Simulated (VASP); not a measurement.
# Ca2Zr3Se3 (Pm-3m) in VASP: single point with PBE

Aim: the single point of Ca2Zr3Se3 with PBE.

All numbers are computed with VASP 6.6.1; they aren't measurements. Logs are shortened: lines on timing, memory, paths and dates and some standing lists are left out, and cuts for length are marked.

### Step 1. The cell of the first run

It takes space group Pm-3m (No. 221, cubic). Conventional cell: a = 4.925 Å, b = 4.925 Å, c = 4.925 Å, α = 90.00°, β = 90.00°, γ = 90.00°. Within 3.3 Å of Ca (site symmetry m-3m) lie 6 Se at 2.46 Å. Ca (site symmetry m-3m) has 6 Zr at 2.46 Å within 3.3 Å. Within 3.3 Å of Zr (site symmetry 4/mmm) lie 2 Ca at 2.46 Å and 4 Se at 2.46 Å. Within 3.3 Å of Se (site symmetry 4/mmm) lie 2 Ca at 2.46 Å and 4 Zr at 2.46 Å.

### Step 2. Single point, PBE

File INCAR:

```
PREC = Accurate ; ENCUT = 520
EDIFF = 1E-6 ; ISMEAR = 0
SIGMA = 0.1 ; LREAL = False
LASPH = True ; NELM = 100
ALGO = Normal ; ISIF = 2
LWAVE = False ; LCHARG = True
GGA = PE ; LELF = True
LVHAR = True ; NBANDS = 47
```

File KPOINTS:

```
Automatic mesh
0
Gamma
  4 4 4
```

File POSCAR:

```
Ca2Zr3Se3
1.0
    4.9254268600      0.0000000000      0.0000000000
    0.0000000000      4.9254268600      0.0000000000
    0.0000000000      0.0000000000      4.9254268600
Ca Zr Se
2 3 3
Direct
    0.0000000000      0.0000000000      0.0000000000
    0.5000000000      0.5000000000      0.5000000000
    0.0000000000      0.5000000000      0.5000000000
    0.5000000000      0.0000000000      0.5000000000
    0.5000000000      0.5000000000      0.0000000000
    0.5000000000      0.0000000000      0.0000000000
    0.0000000000      0.5000000000      0.0000000000
    0.0000000000      0.0000000000      0.5000000000
```

Potentials or basis: VASP PAW PBE potentials, release 64 (Ca_sv, Zr_sv, Se).

Started as:

```console
cat potpaw_PBE.64/Ca_sv/POTCAR potpaw_PBE.64/Zr_sv/POTCAR potpaw_PBE.64/Se/POTCAR > POTCAR
mpirun -np 1 vasp_std > vasp.out
```

OUTCAR:

```text
PREC = Accurate
   ENCUT = 520
   EDIFF = 1E-6
   ISMEAR = 0
   LREAL = False
   LASPH = True
   NELM = 100
   ISIF = 2
   GGA = PE

 ion  position               nearest neighbor table
   1  0.000  0.000  0.000-   6 2.46   7 2.46   8 2.46   8 2.46   7 2.46   6 2.46   3 3.48   4 3.48
                             3 3.48   3 3.48   5 3.48   4 3.48   3 3.48   4 3.48   5 3.48   5 3.48
   2  0.500  0.500  0.500-   3 2.46   4 2.46   5 2.46   5 2.46   4 2.46   3 2.46
   3  0.000  0.500  0.500-   2 2.46   7 2.46   8 2.46   7 2.46   8 2.46   2 2.46   1 3.48   5 3.48
                             5 3.48   1 3.48   4 3.48   1 3.48   1 3.48   4 3.48   4 3.48   5 3.48
   4  0.500  0.000  0.500-   2 2.46   6 2.46   8 2.46   6 2.46   2 2.46   8 2.46   1 3.48   5 3.48
                             5 3.48   1 3.48   3 3.48   5 3.48   5 3.48   1 3.48   3 3.48   3 3.48
   5  0.500  0.500  0.000-   2 2.46   6 2.46   7 2.46   2 2.46   6 2.46   7 2.46   4 3.48   3 3.48
                             4 3.48   1 3.48   4 3.48   1 3.48   4 3.48   1 3.48   3 3.48   3 3.48
   6  0.500  0.000  0.000-   1 2.46   4 2.46   5 2.46   4 2.46   5 2.46   1 2.46
   7  0.000  0.500  0.000-   1 2.46   3 2.46   5 2.46   3 2.46   1 2.46   5 2.46
   8  0.000  0.000  0.500-   1 2.46   3 2.46   4 2.46   1 2.46   3 2.46   4 2.46

  LATTYP: Found a simple cubic cell.
 ALAT       =     4.9254268600

  Lattice vectors:

 A1 = (   4.9254268600,   0.0000000000,   0.0000000000)
 A2 = (   0.0000000000,   4.9254268600,   0.0000000000)
 A3 = (   0.0000000000,   0.0000000000,   4.9254268600)

Analysis of symmetry for initial positions (statically):
=====================================================================
 Subroutine PRICEL returns:
 Original cell was already a primitive cell.

 Routine SETGRP: Setting up the symmetry group for a
 simple cubic supercell.

 Subroutine GETGRP returns: Found 48 space group operations
 (whereof 48 operations were pure point group operations)
 out of a pool of 48 trial point group operations.

The static configuration has the point symmetry O_h .

Analysis of symmetry for dynamics (positions and initial velocities):
=====================================================================
 Subroutine PRICEL returns:
 Original cell was already a primitive cell.

 Routine SETGRP: Setting up the symmetry group for a
 simple cubic supercell.

 Subroutine GETGRP returns: Found 48 space group operations
 (whereof 48 operations were pure point group operations)
 out of a pool of 48 trial point group operations.

The dynamic configuration has the point symmetry O_h .

[... 103 lines left out ...]
   POTIM  = 0.5000    time-step for ionic-motion
   TEBEG  =    0.0;   TEEND  =   0.0 temperature during run
   PSTRESS=    0.0 pullay stress
   NELECT =      74.0000    total number of electrons
   NUPDOWN=      -1.0000    fix difference up-down
   EMIN   =  10.00;   EMAX   =-10.00  energy-range for DOS
   EFERMI =   0.00;   METHOD = LEGACY
   ISMEAR =     0;   SIGMA  =   0.10  broadening in eV -4-tet -1-fermi 0-gaus
   EFERMI_NEDOS =   21; number of points for ismear=-14 and -15
   IALGO  =     38    algorithm
   IMIX   =      4    mixing-type and parameters
     AMIX     =   0.40;   BMIX     =  1.00
     AMIX_MAG =   1.60;   BMIX_MAG =  1.00
  volume/ion in A,a.u.               =      14.94       100.79
  Fermi-wavevector in a.u.,A,eV,Ry     =   1.395430  2.636981 26.493620  1.947226
  Thomas-Fermi vector in A             =   2.518883
   LORBIT       =      0    0 simple, 1 ext, 2 COOP (PROOUT), +10 PAW based schemes
   GGA     = PE    functional components
   LHFCALC =     F    Hartree Fock is set to
   AEXX    =    0.0000 exact exchange contribution
   IVDW    =     0    specifies the selected vdW correction
   LEPSILON=     F    determine dielectric tensor
   LRPA    =     F    only Hartree local field effects (RPA)
 non-spin polarized calculation
 Gauss-broadening in eV      SIGMA  =   0.10
  energy-cutoff  :      520.00
  volume of cell :      119.49
 maximum number of plane-waves:      3238
 NGX is ok and might be reduce to    40
   NGX = 19   NGY = 19   NGZ = 19

 number of electron      74.0000008 magnetization

 Free energy of the ion-electron system (eV)
  ---------------------------------------------------
  ext. energy  EPLUGINS =         0.00000000
  ---------------------------------------------------
  free energy    TOTEN  =       -32.21436957 eV

  energy without entropy =      -32.14649129  energy(sigma->0) =      -32.18043043

 E-fermi :  11.7147     XC(G=0): -12.3614

 val. band max:       11.6589716332   @ k =   0.5000   0.2500   0.2500
 cond. band min:      11.7240791627   @ k =   0.5000   0.5000   0.2500
 fundamental gap:      0.0651075294
 Fermi energy:        11.7147248913

 k-point     1 :       0.0000    0.0000    0.0000
  band No.  band energies     occupation
      1     -37.1149      2.00000
      2     -37.0148      2.00000
      3     -37.0148      2.00000
      4     -28.5609      2.00000
      5     -28.2807      2.00000
      6     -15.9357      2.00000
[... 489 lines left out ...]
     46      15.8105      0.00000
     47      15.8889      0.00000

------------------------ aborting loop because EDIFF is reached ----------------------------------------

  FORCE on cell =-STRESS in cart. coord.  units (eV):
  Direction    XX          YY          ZZ          XY          YZ          ZX
  --------------------------------------------------------------------------------------
  -------------------------------------------------------------------------------------
  Total       58.2499137     58.2499137     58.2499137      0.0000000      0.0000000     -0.0000000
  in kB      781.0417434    781.0417434    781.0417434      0.0000000      0.0000000     -0.0000000
  external PRESSURE =     781.0417434 kB  Pullay stress =       0.0000000 kB

 VOLUME and BASIS-vectors are now :
 -----------------------------------------------------------------------------
  energy-cutoff  :      520.00
  volume of cell :      119.49
      direct lattice vectors                 reciprocal lattice vectors
     4.925426860  0.000000000  0.000000000     0.203028088  0.000000000  0.000000000
     0.000000000  4.925426860  0.000000000     0.000000000  0.203028088  0.000000000
     0.000000000  0.000000000  4.925426860     0.000000000  0.000000000  0.203028088

 POSITION                                       TOTAL-FORCE (eV/Angst)
 -----------------------------------------------------------------------------------
      0.00000      0.00000      0.00000         0.000000      0.000000      0.000000
      2.46271      2.46271      2.46271         0.000000      0.000000      0.000000
      0.00000      2.46271      2.46271         0.000000      0.000000      0.000000
      2.46271      0.00000      2.46271         0.000000      0.000000      0.000000
      2.46271      2.46271      0.00000         0.000000      0.000000      0.000000
      2.46271      0.00000      0.00000         0.000000      0.000000      0.000000
      0.00000      2.46271      0.00000         0.000000      0.000000      0.000000
      0.00000      0.00000      2.46271         0.000000      0.000000      0.000000
 -----------------------------------------------------------------------------------
    total drift:                                0.000000      0.000000     -0.000000

  FREE ENERGIE OF THE ION-ELECTRON SYSTEM (eV)
  ---------------------------------------------------
  free  energy   TOTEN  =       -32.2143695708 eV

  energy  without entropy=      -32.1464912905  energy(sigma->0) =      -32.18043043
```

stdout:

```text
POSCAR found type information on POSCAR CaZrSe
 POSCAR found :  3 types and       8 ions
 scaLAPACK will be used
 LDA part: xc-table for (Slater+PW92), standard interpolation
 POSCAR, INCAR and KPOINTS ok, starting setup
 FFT: planning ... GRIDC
 FFT: planning ... GRID_SOFT
 FFT: planning ... GRID
 WAVECAR not read
 entering main loop
```

Wall time 1.9 min (1 thread of Intel Xeon 8259CL, shared host); peak memory 0.23 GiB.

What came out:

```
Free energy            : -32.2144 eV
Pressure               : 78.1 GPa
Band gap on the k mesh : zero (band 37 reaches 13.13 eV, above the bottom of band 38 at 10.54 eV)
```
